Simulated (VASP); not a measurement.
LiCd:

```
Li Cd
1.0
     0.00000    3.33242    3.33242
     3.33242    0.00000    3.33242
     3.33242    3.33242    0.00000
Li Cd
2 2
Direct
  0.25000 0.25000 0.25000
  0.00000 0.00000 0.00000
  0.75000 0.75000 0.75000
  0.50000 0.50000 0.50000
```

| Item | Value |
| --- | --- |
| Program | VASP 6.6.1 |
| Task | relaxation of cell and atoms |
| Functional | LDA |
| Potentials or basis | VASP PAW LDA potentials, release 64 (Li_sv, Cd) |
| Cutoff | 600 eV |
| k mesh | 11 × 11 × 11 |
| Occupations | methfessel-paxton, width 0.05 eV |
| Spin | no spin polarisation |

At the start: pressure -3.3 GPa; volume 18.50 Å³/atom.

Task: Where does the relaxation end?

Result: Over 3 steps the energy falls by 15.6 meV/atom and the volume is 17.10 Å³/atom (-7.6 %); space group Fd-3m (No. 227, to 0.1 Å) before and after.

The path:
```csv
step,energy change (eV),largest force (eV/Å),pressure (GPa),volume (Å³)
1,0.0000,0.0000,-3.25,74.01
2,-0.0559,0.0000,-1.17,70.06
3,-0.0626,0.0000,-0.06,68.41
```

Final structure:
```
Li Cd
1.0
     0.00000    3.24607    3.24607
     3.24607    0.00000    3.24607
     3.24607    3.24607    0.00000
Li Cd
2 2
Direct
  0.25000 0.25000 0.25000
  0.00000 0.00000 0.00000
  0.75000 0.75000 0.75000
  0.50000 0.50000 0.50000
```

Caveat: the cutoff is under 1.25 times the usual one of these potentials, so pressure, stress and relaxed cells hold a basis-set (Pulay) error.
